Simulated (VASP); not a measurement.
Input of a VASP 6.6.1 run:

File INCAR:

```
SYSTEM = Si
PREC = Accurate ; ENCUT = 520
EDIFF = 1E-6 ; ISMEAR = 0
SIGMA = 0.15 ; LREAL = .False.
LASPH = .True. ; NELM = 60
ALGO = Normal ; ISIF = 2
LWAVE = .False. ; LCHARG = .False.
GGA = PE ; IVDW = 12
NBANDS = 26
```

Contents of KPOINTS:

```
regular mesh
0
Gamma
  14 14 14
  0 0 0
```

POSCAR

```
Si
1.0
    0.0000000000      3.8010408856     -3.8010408856
   -3.8010408856      0.0000000000     -3.8010408856
   -3.8010408856      3.8010408856      0.0000000000
Si
8
Direct
    0.4605371254      0.5394628746      0.0394628746
    0.0000000000      0.5000000000      0.0000000000
    0.5000000000      0.0000000000      0.0000000000
    0.0000000000      0.0000000000      0.0000000000
    0.5000000000      0.5000000000      0.5000000000
    0.0000000000      0.5000000000      0.5000000000
    0.5000000000      0.0000000000      0.5000000000
    0.0000000000      0.0000000000      0.5000000000
```

Potentials or basis: VASP PAW PBE potentials, release 64 (Si).

Launch:

```sh
$ cat potpaw_PBE.64/Si/POTCAR > POTCAR
$ mpirun -np 1 vasp_std > vasp.out
```

Task: Predict the dispersion energy per atom.

Result: -0.452 eV.

Task: Predict the pressure.

Result: 0.6 GPa.

Task: Predict the largest force.

Result: 1.027 eV/Å.

Stress tensor (GPa, compression positive):
```
0.84 0.00 0.00
0.00 0.55 0.00
0.00 0.00 0.55
```

Caveat: the cell differs from its parent crystal (atom 1 (Si) moved by (-0.300, +0.000) A along x and y); forces of over 1 eV/Å act on the atoms, so gaps and moduli don't describe the material at rest.
